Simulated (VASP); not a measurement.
The system is RhCl2.

```
Rh Cl
1.0
     5.68997    0.00000    0.00000
     0.00000    5.68997    0.00000
     0.00000    0.00000    3.72837
Rh Cl
2 4
Direct
  0.00000 0.00000 0.00000
  0.50000 0.50000 0.50000
  0.30262 0.30262 0.00000
  0.69738 0.69738 0.00000
  0.19738 0.80262 0.50000
  0.80262 0.19738 0.50000
```

Base run:

| Quantity | Value |
| --- | --- |
| Program | VASP 6.6.1 |
| Functional | revPBE |
| Potentials or basis | VASP PAW PBE potentials, release 64 (Rh_pv, Cl) |
| Cutoff | 520 eV |
| k mesh | 4 × 4 × 6 |
| Occupations | fermi-dirac, width 0.1 eV |
| Spin | no spin polarisation |

Its results: band gap on the k mesh zero (band 29 reaches 5.79 eV, above the bottom of band 30 at 4.53 eV); pressure 1.5 GPa; largest force 0.048 eV/Å.

Q: The run is repeated on the same cell with these changes: functional from revPBE to PBE. What comes out?

A: Band gap on the k mesh zero (band 29 reaches 5.70 eV, above the bottom of band 30 at 4.45 eV); pressure -0.7 GPa; largest force 0.063 eV/Å.

PBE binds more tightly than revPBE, so the same cell stands under less pressure.

Caveats: the PAW data sets were made with another functional, which shifts forces and pressure a little (some runs).
